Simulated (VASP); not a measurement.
O, 2 atoms in the cell. Symmetry: P6_3/mmc, No. 194, hexagonal system. The conventional cell has a = 3.486 Å, b = 3.486 Å, c = 4.178 Å, α = 90.00°, β = 90.00°, γ = 120.00°. Within 3.8 Å of O (site symmetry -6m2) lie 12 O at 2.90 to 3.49 Å. 

```yaml
Program: VASP 6.6.1
Task: single point
Functional: PBEsol
Potentials_or_basis: VASP PAW PBE potentials, release 64 (O)
Cutoff: 520 eV
k_mesh: 6 × 6 × 4
Occupations: fermi-dirac, width 0.1 eV
Spin: no spin polarisation
Dipole_correction: no
Further_INCAR_settings: ALGO = Normal; EDIFF = 1e-06; NBANDS = 13
```

Potentials or basis: VASP PAW PBE potentials, release 64 (O).

Run with:

```console
$ cat potpaw_PBE.64/O/POTCAR > POTCAR
$ mpirun -np 1 vasp_std > vasp.out
```

Hardware: 1 thread of Intel(R) Xeon(R) Platinum 8259CL CPU @ 2.50GHz (Skylake/Cascade Lake), with other jobs on the host.

Q: Estimate the wall time of this run.

A: Wall time 7.6 s on 1 thread of Intel(R) Xeon(R) Platinum 8259CL CPU @ 2.50GHz (Skylake/Cascade Lake), on a shared host, peak memory 0.15 GiB. Counts: scf iterations 11, k points 21.
